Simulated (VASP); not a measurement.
Input of a VASP 6.6.1 run:

The input INCAR:

```
ALGO     = Normal         # electronic algorithm
EDIFF    = 1E-6           # SCF threshold, eV
EDIFFG   = -0.01          # ionic threshold
ENCUT    = 600            # plane-wave cutoff, eV
GGA      = PE             # functional
IBRION   = 2              # ionic algorithm
ISIF     = 3              # what is computed and relaxed
ISMEAR   = -1             # smearing method
LASPH    = True           # aspherical terms in the spheres
LCHARG   = False          # write CHGCAR
LREAL    = False          # projectors in reciprocal space
LWAVE    = False          # write WAVECAR
NELM     = 100            # most SCF steps
NSW      = 80             # ionic steps
PREC     = Accurate       # precision mode
SIGMA    = 0.05           # smearing width, eV
```

File KPOINTS:

```
k-points
0
Gamma
  12 12 12
```

POSCAR

```
Rh
1.0
    0.0000000000      1.8978500000      1.8978500000
    1.8978500000      0.0000000000      1.8978500000
    1.8978500000      1.8978500000      0.0000000000
Rh
1
Direct
    0.0000000000      0.0000000000      0.0000000000
```

Potentials or basis: VASP PAW PBE potentials, release 64 (Rh_pv).

Run with:

```console
$ cat potpaw_PBE.64/Rh_pv/POTCAR > POTCAR
$ mpirun -np 1 vasp_std > vasp.out
```

(1) Estimate the relaxed volume.

(2) Estimate the relaxed cell.

(3) Estimate the space group after relaxing (to 0.05 Å).

Answers

(1) 14.04 Å³/atom.

(2) a = 2.708 Å, b = 2.708 Å, c = 2.708 Å, α = 60.00°, β = 60.00°, γ = 60.00°.

(3) Fm-3m (No. 225).
